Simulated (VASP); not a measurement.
# BiOs in VASP: notebook

BiOs is run at these levels: r2SCAN; tasks: single point.

Everything below comes from runs of VASP 6.6.1. Logs are shortened: lines on timing, memory, paths and dates and some standing lists are left out, and cuts for length are marked.

## (1) The cell of the first run

The structure is tetragonal, space group I4/mmm (No. 139). The conventional cell has a = 3.919 Å, b = 3.919 Å, c = 5.431 Å, α = 90.00°, β = 90.00°, γ = 90.00°. Os (site symmetry 4/mmm) has 6 Bi at 2.72 to 2.77 Å within 3.6 Å. Bi (site symmetry 4/mmm) has 6 Os at 2.72 to 2.77 Å within 3.6 Å.

## (2) Single point, r2SCAN

Contents of POSCAR:

```
BiOs
1.0
    0.0000000000      2.7157491433      2.7711725952
    2.7711725952      0.0000000000      2.7711725952
    2.7711725952      2.7157491433      0.0000000000
Os Bi
1 1
Direct
    0.5000000000      0.5000000000      0.5000000000
    0.0000000000      0.0000000000      0.0000000000
```

Contents of INCAR.step1:

```
SYSTEM = BiOs
  ALGO = Normal
  EDIFF = 1E-4
  ENCUT = 520
  GGA = PE
  ISMEAR = 0
  LASPH = .True.
  LCHARG = .False.
  LREAL = .False.
  LWAVE = .True.
  NBANDS = 18
  NELM = 100
  PREC = Accurate
  SIGMA = 0.05
```

Contents of INCAR.step2:

```
SYSTEM = BiOs
  ALGO = Normal
  EDIFF = 1E-6
  ENCUT = 520
  ISIF = 2
  ISMEAR = 0
  ISTART = 1
  LASPH = .True.
  LCHARG = .True.
  LELF = .True.
  LMIXTAU = .True.
  LREAL = .False.
  LVHAR = .True.
  LWAVE = .False.
  METAGGA = R2SCAN
  NBANDS = 18
  NELM = 100
  PREC = Accurate
  SIGMA = 0.05
```

Contents of KPOINTS:

```
k-points
0
Gamma
  10 10 10
  0 0 0
```

Potentials or basis: VASP PAW PBE potentials, release 64 (Os, Bi_d).

Started as:

```
cat potpaw_PBE.64/Os/POTCAR potpaw_PBE.64/Bi_d/POTCAR > POTCAR
cp INCAR.step1 INCAR
mpirun -np 1 vasp_std > vasp.out
cp INCAR.step2 INCAR
mpirun -np 1 vasp_std > vasp.out
```

OUTCAR:

```text
SYSTEM = BiOs
   EDIFF = 1E-6
   ENCUT = 520
   ISIF = 2
   ISMEAR = 0
   ISTART = 1
   LASPH = .True.
   LREAL = .False.
   METAGGA = R2SCAN
   NELM = 100
   PREC = Accurate

 ion  position               nearest neighbor table
   1  0.500  0.500  0.500-   2 2.72   2 2.72   2 2.77   2 2.77   2 2.77   2 2.77
   2  0.000  0.000  0.000-   1 2.72   1 2.72   1 2.77   1 2.77   1 2.77   1 2.77

  LATTYP: Found a body centered tetragonal cell.
 ALAT       =     3.9190298678
 C/A-ratio  =     1.3859292911

  Lattice vectors:

 A1 = (   0.0000000000,  -2.7157491433,   2.7711725952)
 A2 = (   0.0000000000,  -2.7157491433,  -2.7711725952)
 A3 = (   2.7711725952,   2.7157491433,   0.0000000000)

Analysis of symmetry for initial positions (statically):
=====================================================================
 Subroutine PRICEL returns:
 Original cell was already a primitive cell.

 Routine SETGRP: Setting up the symmetry group for a
 body centered tetragonal supercell.

 Subroutine GETGRP returns: Found 16 space group operations
 (whereof 16 operations were pure point group operations)
 out of a pool of 16 trial point group operations.

The static configuration has the point symmetry D_4h.

Analysis of symmetry for dynamics (positions and initial velocities):
=====================================================================
 Subroutine PRICEL returns:
 Original cell was already a primitive cell.

 Routine SETGRP: Setting up the symmetry group for a
 body centered tetragonal supercell.

 Subroutine GETGRP returns: Found 16 space group operations
 (whereof 16 operations were pure point group operations)
 out of a pool of 16 trial point group operations.

The dynamic configuration has the point symmetry D_4h.

 Subroutine INISYM returns: Found 16 space group operations
 (whereof 16 operations are pure point group operations),
 and found     1 'primitive' translations

----------------------------------------------------------------------------------------

                                     Primitive cell

  volume of cell :      41.7106

  direct lattice vectors                    reciprocal lattice vectors
     0.000000000  2.715749143  2.771172595    -0.180429036  0.184111261  0.180429036
     2.771172595  0.000000000  2.771172595     0.180429036 -0.184111261  0.180429036
     2.771172595  2.715749143  0.000000000     0.180429036  0.184111261 -0.180429036

  length of vectors
     3.880037495  3.919029868  3.880037495     0.314652555  0.314652555  0.314652555

  position of ions in fractional coordinates (direct lattice)
[... 79 lines left out ...]
   EDIFF  = 0.1E-05   stopping-criterion for ELM
   LREAL  =      F    real-space projection
   EDIFFG = 0.1E-04   stopping-criterion for IOM
   NSW    =      0    number of steps for IOM
   IBRION =     -1    ionic relax: 0-MD 1-quasi-New 2-CG
   NFREE  =      0    steps in history (QN), initial steepest desc. (CG)
   ISIF   =      2    stress and relaxation
   ISYM   =      2    0-nonsym 1-usesym 2-fastsym
   POTIM  = 0.5000    time-step for ionic-motion
   TEBEG  =    0.0;   TEEND  =   0.0 temperature during run
   PSTRESS=    0.0 pullay stress
   NELECT =      23.0000    total number of electrons
   NUPDOWN=      -1.0000    fix difference up-down
   EMIN   =  10.00;   EMAX   =-10.00  energy-range for DOS
   EFERMI =   0.00;   METHOD = LEGACY
   ISMEAR =     0;   SIGMA  =   0.05  broadening in eV -4-tet -1-fermi 0-gaus
   EFERMI_NEDOS =   21; number of points for ismear=-14 and -15
   IALGO  =     38    algorithm
   IMIX   =      4    mixing-type and parameters
     AMIX     =   0.40;   BMIX     =  1.00
     AMIX_MAG =   1.60;   BMIX_MAG =  1.00
  volume/ion in A,a.u.               =      20.86       140.74
  Fermi-wavevector in a.u.,A,eV,Ry     =   1.342462  2.536884 24.520459  1.802203
  Thomas-Fermi vector in A             =   2.470614
   LORBIT       =      0    0 simple, 1 ext, 2 COOP (PROOUT), +10 PAW based schemes
   METAGGA = R2SCAN    functional components
   LHFCALC =     F    Hartree Fock is set to
   AEXX    =    0.0000 exact exchange contribution
   IVDW    =     0    specifies the selected vdW correction
   LEPSILON=     F    determine dielectric tensor
   LRPA    =     F    only Hartree local field effects (RPA)
 non-spin polarized calculation
 Gauss-broadening in eV      SIGMA  =   0.05
  energy-cutoff  :      520.00
  volume of cell :       41.71
 maximum number of plane-waves:      1146
 NGX is ok and might be reduce to    30
   NGX = 15   NGY = 15   NGZ = 15

 number of electron      23.0000000 magnetization

 Free energy of the ion-electron system (eV)
  ---------------------------------------------------
  ext. energy  EPLUGINS =         0.00000000
  ---------------------------------------------------
  free energy    TOTEN  =      -108.65885097 eV

  energy without entropy =     -108.65577628  energy(sigma->0) =     -108.65731363

 E-fermi :   8.5170     XC(G=0): -12.8587

 val. band max:        8.5148999333   @ k =   0.3000   0.1000   0.0000
 cond. band min:       8.5191364471   @ k =   0.5000  -0.3000   0.2000
 fundamental gap:      0.0042365138
 Fermi energy:         8.5170366692

 k-point     1 :       0.0000    0.0000    0.0000
  band No.  band energies     occupation
      1     -15.0392      2.00000
      2     -15.0199      2.00000
      3     -14.9230      2.00000
      4     -14.9230      2.00000
      5     -14.9126      2.00000
      6      -5.3981      2.00000
[... 481 lines left out ...]
      5     -14.8497      2.00000
      6      -3.5356      2.00000
[... 10 lines left out ...]
     17      20.8058      0.00000
     18      21.3489      0.00000

 [... further k-points ...]

------------------------ aborting loop because EDIFF is reached ----------------------------------------

  FORCE on cell =-STRESS in cart. coord.  units (eV):
  Direction    XX          YY          ZZ          XY          YZ          ZX
  --------------------------------------------------------------------------------------
  -------------------------------------------------------------------------------------
  Total        0.5323900      1.8795618      0.5323900      0.0000000      0.0000000      0.0000000
  in kB       20.4500155     72.1972056     20.4500155      0.0000000      0.0000000      0.0000000
  external PRESSURE =      37.6990789 kB  Pullay stress =       0.0000000 kB

 VOLUME and BASIS-vectors are now :
 -----------------------------------------------------------------------------
  energy-cutoff  :      520.00
  volume of cell :       41.71
      direct lattice vectors                 reciprocal lattice vectors
     0.000000000  2.715749143  2.771172595    -0.180429036  0.184111261  0.180429036
     2.771172595  0.000000000  2.771172595     0.180429036 -0.184111261  0.180429036
     2.771172595  2.715749143  0.000000000     0.180429036  0.184111261 -0.180429036

 POSITION                                       TOTAL-FORCE (eV/Angst)
 -----------------------------------------------------------------------------------
      2.77117      2.71575      2.77117         0.000000      0.000000     -0.000000
      0.00000      0.00000      0.00000         0.000000     -0.000000      0.000000
 -----------------------------------------------------------------------------------
    total drift:                               -0.000000      0.000000      0.000000

  FREE ENERGIE OF THE ION-ELECTRON SYSTEM (eV)
  ---------------------------------------------------
  free  energy   TOTEN  =      -108.6588509734 eV

  energy  without entropy=     -108.6557762795  energy(sigma->0) =     -108.65731363
```

OUTCAR.step1:

```text
SYSTEM = BiOs
   EDIFF = 1E-4
   ENCUT = 520
   GGA = PE
   ISMEAR = 0
   LASPH = .True.
   LREAL = .False.
[... 726 lines left out ...]
      2.77117      2.71575      2.77117        -0.000000     -0.000000      0.000000
      0.00000      0.00000      0.00000         0.000000      0.000000     -0.000000
 -----------------------------------------------------------------------------------
    total drift:                               -0.000000      0.000000      0.000000

  FREE ENERGIE OF THE ION-ELECTRON SYSTEM (eV)
  ---------------------------------------------------
  free  energy   TOTEN  =       -12.2970646236 eV

  energy  without entropy=      -12.2931031033  energy(sigma->0) =      -12.29508386
```

Wall time 2.6 min (1 thread of Intel Xeon 6975P-C (Granite Rapids), shared host); peak memory 0.23 GiB.

What came out:

| Item | Value |
| --- | --- |
| Free energy | -108.6589 eV |
| Pressure | 3.8 GPa |
| Band gap on the k mesh | zero (an odd number of electrons rules out a gap without spin polarisation) |

Caveat: the cell stands under pressure; the PAW data sets were made with another functional, which shifts forces and pressure a little; spin-orbit coupling is left out, which moves the levels of the heavy elements.

## (3) Single point, r2SCAN (atom 2 (Bi) moved 0.08 Å along y)

Contents of POSCAR:

```
BiOs
1.0
    0.0000000000      2.7711725952      2.7711725952
    2.7711725952      0.0000000000      2.7711725952
    2.7711725952      2.7711725952      0.0000000000
Os Bi
1 1
Direct
    0.5000000000      0.5000000000      0.5000000000
    0.0144343229     -0.0144343229      0.0144343229
```

Contents of INCAR.step1:

```
PREC = Accurate ; ENCUT = 520
ISMEAR = 0 ; SIGMA = 0.05
LREAL = F ; LASPH = T
NELM = 100 ; NBANDS = 18
GGA = PE ; ALGO = Normal
EDIFF = 1E-4 ; LWAVE = T
LCHARG = F
```

Contents of INCAR.step2:

```
PREC = Accurate ; ENCUT = 520
EDIFF = 1E-7 ; ISMEAR = 0
SIGMA = 0.05 ; LREAL = F
LASPH = T ; NELM = 100
ALGO = Normal ; ISIF = 2
LWAVE = F ; LCHARG = F
METAGGA = R2SCAN ; LMIXTAU = T
NBANDS = 18 ; ISTART = 1
```

Contents of KPOINTS:

```
Automatic mesh
0
Gamma
  10 10 10
```

Potentials or basis: VASP PAW PBE potentials, release 64 (Os, Bi_d).

Started as:

```
cat potpaw_PBE.64/Os/POTCAR potpaw_PBE.64/Bi_d/POTCAR > POTCAR
cp INCAR.step1 INCAR
mpirun -np 1 vasp_std > vasp.out
cp INCAR.step2 INCAR
mpirun -np 1 vasp_std > vasp.out
```

OUTCAR:

```text
PREC = Accurate
   ENCUT = 520
   EDIFF = 1E-7
   ISMEAR = 0
   LREAL = F
   LASPH = T
   NELM = 100
   ISIF = 2
   METAGGA = R2SCAN
   ISTART = 1

 ion  position               nearest neighbor table
   1  0.500  0.500  0.500-   2 2.69   2 2.77   2 2.77   2 2.77   2 2.77   2 2.85
   2  0.014  0.986  0.014-   1 2.69   1 2.77   1 2.77   1 2.77   1 2.77   1 2.85

  LATTYP: Found a face centered cubic cell.
 ALAT       =     5.5423451904

  Lattice vectors:

 A1 = (   0.0000000000,   2.7711725952,   2.7711725952)
 A2 = (   2.7711725952,   0.0000000000,   2.7711725952)
 A3 = (   2.7711725952,   2.7711725952,   0.0000000000)

Analysis of symmetry for initial positions (statically):
=====================================================================
 Subroutine PRICEL returns:
 Original cell was already a primitive cell.

 Routine SETGRP: Setting up the symmetry group for a
 face centered cubic supercell.

 Subroutine GETGRP returns: Found  8 space group operations
 (whereof  8 operations were pure point group operations)
 out of a pool of 48 trial point group operations.

The static configuration has the point symmetry C_4v.

Analysis of symmetry for dynamics (positions and initial velocities):
=====================================================================
 Subroutine PRICEL returns:
 Original cell was already a primitive cell.

 Routine SETGRP: Setting up the symmetry group for a
 face centered cubic supercell.

 Subroutine GETGRP returns: Found  8 space group operations
 (whereof  8 operations were pure point group operations)
 out of a pool of 48 trial point group operations.

The dynamic configuration has the point symmetry C_4v.

 Subroutine INISYM returns: Found  8 space group operations
 (whereof  8 operations are pure point group operations),
 and found     1 'primitive' translations

[... 110 lines left out ...]
   EFERMI_NEDOS =   21; number of points for ismear=-14 and -15
   IALGO  =     38    algorithm
   IMIX   =      4    mixing-type and parameters
     AMIX     =   0.40;   BMIX     =  1.00
     AMIX_MAG =   1.60;   BMIX_MAG =  1.00
  volume/ion in A,a.u.               =      21.28       143.61
  Fermi-wavevector in a.u.,A,eV,Ry     =   1.333451  2.519858 24.192420  1.778093
  Thomas-Fermi vector in A             =   2.462309
   LORBIT       =      0    0 simple, 1 ext, 2 COOP (PROOUT), +10 PAW based schemes
   METAGGA = R2SCAN    functional components
   LHFCALC =     F    Hartree Fock is set to
   AEXX    =    0.0000 exact exchange contribution
   IVDW    =     0    specifies the selected vdW correction
   LEPSILON=     F    determine dielectric tensor
   LRPA    =     F    only Hartree local field effects (RPA)
 non-spin polarized calculation
 Gauss-broadening in eV      SIGMA  =   0.05
  energy-cutoff  :      520.00
  volume of cell :       42.56
 maximum number of plane-waves:      1167
 NGX is ok and might be reduce to    30
   NGX = 15   NGY = 15   NGZ = 15

 number of electron      23.0000004 magnetization

 Free energy of the ion-electron system (eV)
  ---------------------------------------------------
  ext. energy  EPLUGINS =         0.00000000
  ---------------------------------------------------
  free energy    TOTEN  =      -108.66459535 eV

  energy without entropy =     -108.66119612  energy(sigma->0) =     -108.66289573

 E-fermi :   8.2335     XC(G=0): -12.7334

 val. band max:        8.2321437216   @ k =   0.1000   0.0000   0.3000
 cond. band min:       8.2462318048   @ k =   0.3000   0.1000   0.5000
 fundamental gap:      0.0140880832
 Fermi energy:         8.2334721123

 k-point     1 :       0.0000    0.0000    0.0000
  band No.  band energies     occupation
      1     -15.2571      2.00000
      2     -15.2535      2.00000
      3     -15.1528      2.00000
      4     -15.1528      2.00000
      5     -15.1515      2.00000
      6      -5.5092      2.00000
[... 481 lines left out ...]
      5     -15.1361      2.00000
      6      -5.1055      2.00000
[... 10 lines left out ...]
     17      17.7945      0.00000
     18      18.5972      0.00000

 [... further k-points ...]

------------------------ aborting loop because EDIFF is reached ----------------------------------------

  FORCE on cell =-STRESS in cart. coord.  units (eV):
  Direction    XX          YY          ZZ          XY          YZ          ZX
  --------------------------------------------------------------------------------------
  -------------------------------------------------------------------------------------
  Total        0.1341864      0.5615798      0.1341864      0.0000000      0.0000000      0.0000000
  in kB        5.0512456     21.1398217      5.0512456      0.0000000      0.0000000      0.0000000
  external PRESSURE =      10.4141043 kB  Pullay stress =       0.0000000 kB

 VOLUME and BASIS-vectors are now :
 -----------------------------------------------------------------------------
  energy-cutoff  :      520.00
  volume of cell :       42.56
      direct lattice vectors                 reciprocal lattice vectors
     0.000000000  2.771172595  2.771172595    -0.180429036  0.180429036  0.180429036
     2.771172595  0.000000000  2.771172595     0.180429036 -0.180429036  0.180429036
     2.771172595  2.771172595  0.000000000     0.180429036  0.180429036 -0.180429036

 POSITION                                       TOTAL-FORCE (eV/Angst)
 -----------------------------------------------------------------------------------
      2.77117      2.77117      2.77117         0.000000      0.370100      0.000000
      2.77117      0.08000      2.77117         0.000000     -0.370100      0.000000
 -----------------------------------------------------------------------------------
    total drift:                                0.000000      0.000526      0.000000

  FREE ENERGIE OF THE ION-ELECTRON SYSTEM (eV)
  ---------------------------------------------------
  free  energy   TOTEN  =      -108.6645953501 eV

  energy  without entropy=     -108.6611961195  energy(sigma->0) =     -108.66289573
```

It took 2.5 min on 1 thread of Intel Xeon 6975P-C (Granite Rapids), shared host; peak memory 0.23 GiB.

What came out:

* Free energy: -108.6646 eV
* Pressure: 1.0 GPa
* Largest force: 0.370 eV/Å
* Band gap on the k mesh: zero (an odd number of electrons rules out a gap without spin polarisation)

Forces on the atoms (eV/Å):
```
Os   0.000  0.370  0.000
Bi   0.000 -0.370  0.000
```

Caveat: the cell differs from its parent crystal (atom 2 (Bi) moved 0.08 Å along y); the PAW data sets were made with another functional, which shifts forces and pressure a little; spin-orbit coupling is left out, which moves the levels of the heavy elements.

(Continued in part 2 of 2.)
